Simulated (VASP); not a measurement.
Set up this calculation in VASP 6.6.1, as the native input.

| Quantity | Value |
| --- | --- |
| Task | single point |
| Functional | PBEsol |
| Potentials or basis | VASP PAW PBE potentials, release 64 (Y_sv, B, Rh_pv) |
| Cutoff | 520 eV |
| k mesh | 4 × 4 × 4 |
| Occupations | gaussian, width 0.1 eV |
| Spin | no spin polarisation |
| Dipole correction | no |
| Further INCAR settings | ALGO = Normal; EDIFF = 1e-06; NBANDS = 38 |

The structure of YBRh3 lies in POSCAR:

```
YBRh3
1.0
    4.1710286317      0.0000000000      0.0000000000
    0.0000000000      4.1710286317      0.0000000000
    0.0000000000      0.0000000000      4.1710286317
Y B Rh
1 1 3
Direct
    0.0038100000      0.9972500000      0.9890200000
    0.5076800000      0.4881100000      0.4596300000
    0.0200600000      0.4765300000      0.4618400000
    0.4963100000      0.9776800000      0.5141600000
    0.5208700000      0.5158400000      0.9844900000
```

One way to write it, as run:

INCAR

```
SYSTEM = YBRh3
PREC = Accurate
ENCUT = 520
EDIFF = 1E-6
ISMEAR = 0
SIGMA = 0.1
LREAL = .False.
LASPH = .True.
NELM = 100
ALGO = Normal
ISIF = 2
LWAVE = .False.
LCHARG = .False.
GGA = PS
NBANDS = 38
```

KPOINTS

```
regular mesh
0
Gamma
  4 4 4
  0 0 0
```

Potentials or basis: VASP PAW PBE potentials, release 64 (Y_sv, B, Rh_pv).

Command:

```console
$ cat potpaw_PBE.64/Y_sv/POTCAR potpaw_PBE.64/B/POTCAR potpaw_PBE.64/Rh_pv/POTCAR > POTCAR
$ mpirun -np 1 vasp_std > vasp.out
```

It gave:

```json
{
  "Pressure": "-1.3 GPa",
  "Largest force": "1.410 eV/Å"
}
```

Caveat: the k points lie up to 0.38 Å⁻¹ apart; the PAW data sets were made with another functional, which shifts forces and pressure a little.

Run time: 33 s on 1 thread of Intel(R) Xeon(R) 6975P-C (Granite Rapids) (shared host), peak memory 0.24 GiB.
